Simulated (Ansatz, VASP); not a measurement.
HfS2 in VASP and in Ansatz

```
Hf S
1.0
     3.60586    0.00000    0.00000
    -1.80293    3.12277    0.00000
     0.00000    0.00000    5.97235
Hf S
1 2
Direct
  0.00000 0.00000 0.00000
  0.66667 0.33333 0.74761
  0.33333 0.66667 0.25239
```

Change from the starting cell: strain +0.0350 x Voigt [0, 0, 1, 0, 0, 0], atoms carried along.

Alike in both runs: task single point; functional PBE; dispersion D3(BJ); k mesh 12 × 12 × 6; occupations gaussian, width 0.05 eV; no spin polarisation.

```csv
,VASP,Ansatz
version,VASP 6.6.1,Ansatz 0.2.0
potentials or method,"VASP PAW PBE potentials, release 64 (Hf_pv, S), cutoff 500 eV","scalar-relativistic, plane waves, PAW"
valence electrons in the cell,22,38
```

```tsv
	VASP	Ansatz	Ansatz less VASP
gap on the k mesh at the Fermi level (eV)	0.90	0.89	-0.016
least direct gap on the mesh (eV)	1.84	1.82	-0.013
pressure (GPa)	-3.6	-3.1	+0.58
traceless stress, the component that is largest in VASP (GPa)	-1.68	-1.74	-0.054
rms of the force components (eV/Å)	0.295	0.264	-0.0315
```

Atom by atom the forces differ by 0.031 eV/Å (rms over components). VASP's potentials hold 22 valence electrons a cell and Ansatz's 38, so a difference there can come from the potentials and not from the codes.

Spin-orbit coupling is off throughout.
